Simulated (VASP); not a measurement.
Crystal: Li.

```
Li
1.0
     3.45000    0.00000    0.00000
     0.00000    3.45000    0.00000
     0.00000    0.00000    3.45000
Li
2
Direct
  0.00000 0.00000 0.00000
  0.50000 0.50000 0.50000
```

```yaml
Program: VASP 6.6.1
Task: relaxation of cell and atoms
Functional: LDA
Potentials_or_basis: VASP PAW LDA potentials, release 64 (Li_sv)
Cutoff: 600 eV
k_mesh: 20 × 20 × 20
Occupations: methfessel-paxton, width 0.1 eV
Spin: no spin polarisation
```

At the start: pressure -1.1 GPa; volume 20.53 Å³/atom.

Q: Where does the relaxation end?

A: Over 4 steps the energy falls by 6.9 meV/atom and the volume is 18.72 Å³/atom (-8.8 %); space group Im-3m (No. 229, to 0.1 Å) before and after.

Step by step:
```
step  energy change (eV)  largest force (eV/Å)  pressure (GPa)  volume (Å³)
   1              0.0000                0.0000           -1.15        41.06
   2             -0.0056                0.0000           -0.92        40.20
   3             -0.0130                0.0000           -0.29        38.25
   4             -0.0137                0.0000            0.02        37.44
```

Final structure:
```xyz
2
Lattice="3.3454 0.0000 0.0000 0.0000 3.3454 0.0000 0.0000 0.0000 3.3454" Properties=species:S:1:pos:R:3 pbc="T T T"
Li    0.0000    0.0000    0.0000
Li    1.6727    1.6727    1.6727
```

Caveat: the cutoff is under 1.25 times the usual one of these potentials, so pressure, stress and relaxed cells hold a basis-set (Pulay) error.
